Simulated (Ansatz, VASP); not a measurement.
## One calculation of SiW6, two programs

```
W Si
1.0
     4.46825    0.00000    0.00000
    -2.23413    3.86962    0.00000
     0.00000    0.00000   21.62591
W Si
6 1
Direct
  0.66667 0.33333 0.18496
  0.33333 0.66667 0.22714
  0.00000 0.00000 0.26931
  0.66667 0.33333 0.30851
  0.33333 0.66667 0.34830
  0.00000 0.00000 0.38500
  0.88889 0.22222 0.50060
```

Alike in both runs: task single point; functional PBE; dispersion D3(BJ); k mesh 6 × 6 × 1; occupations gaussian, width 0.1 eV; no spin polarisation.

```csv
,VASP,Ansatz
version,VASP 6.6.1,Ansatz 0.2.0
potentials or method,"VASP PAW PBE potentials, release 64 (W_sv, Si), cutoff 520 eV","scalar-relativistic, plane waves, PAW"
valence electrons in the cell,88,88
```

|  | VASP | Ansatz | Ansatz less VASP |
| --- | --- | --- | --- |
| gap on the k mesh at the Fermi level (eV) | none | none | - |
| rms of the force components (eV/Å) | 0.937 | 0.927 | -0.0103 |
| work function, face that differs most (eV) | 3.85 | 3.85 | -0.002 |

Atom by atom the forces differ by 0.021 eV/Å (rms over components). A gap of «none» marks a metal or a gap that the smearing closes.

Spin-orbit coupling is off throughout.
